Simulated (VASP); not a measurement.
Wanted: the native input for a VASP 6.6.1 run.

```
Task                   : single point
Functional             : PBEsol
Potentials or basis    : VASP PAW PBE potentials, release 64 (Sc_sv, H, O)
Cutoff                 : 520 eV
k mesh                 : 9 × 9 × 9
Occupations            : gaussian, width 0.05 eV
Spin                   : no spin polarisation
Dipole correction      : no
Further INCAR settings : ALGO = Normal; EDIFF = 1e-06; NBANDS = 20
```

The structure of ScHO2 lies in POSCAR:

```
ScHO2
1.0
    1.7414177574      1.0054080110      3.9046320711
   -1.7414177574      1.0054080110      3.9046320711
    0.0000000000     -2.0108160221      3.9046320711
Sc H O
1 1 2
Direct
    0.0000000000      0.0000000000      0.0000000000
    0.5000000000      0.5000000000      0.5000000000
    0.5897010000      0.5897010000      0.5897010000
    0.4102990000      0.4102990000      0.4102990000
```

This cell differs from its parent crystal: ratio of the length along z to the lengths across it x 0.8, volume and fractional coordinates fixed.

These files were run (other wordings do the same):

INCAR

```
  ALGO = Normal
  EDIFF = 1E-6
  ENCUT = 520
  GGA = PS
  ISIF = 2
  ISMEAR = 0
  LASPH = T
  LCHARG = F
  LREAL = F
  LWAVE = F
  NBANDS = 20
  NELM = 80
  PREC = Accurate
  SIGMA = 0.05
```

KPOINTS

```
k-points
0
Gamma
  9 9 9
```

Potentials or basis: VASP PAW PBE potentials, release 64 (Sc_sv, H, O).

Run with:

```bash
$ cat potpaw_PBE.64/Sc_sv/POTCAR potpaw_PBE.64/H/POTCAR potpaw_PBE.64/O/POTCAR > POTCAR
$ mpirun -np 1 vasp_std > vasp.out
```

Results of the run:

- Pressure: 5.3 GPa
- Largest force: 5.986 eV/Å
- Band gap on the k mesh: 2.31 eV (least direct gap 2.34 eV)

Caveat: the cell stands under pressure; the PAW data sets were made with another functional, which shifts forces and pressure a little; an odd mesh through Γ misses points on the zone boundary, where band edges can lie.

Wall time 88 s on 1 thread of Intel(R) Xeon(R) Platinum 8259CL CPU @ 2.50GHz (Skylake/Cascade Lake), on a shared host, peak memory 0.24 GiB.
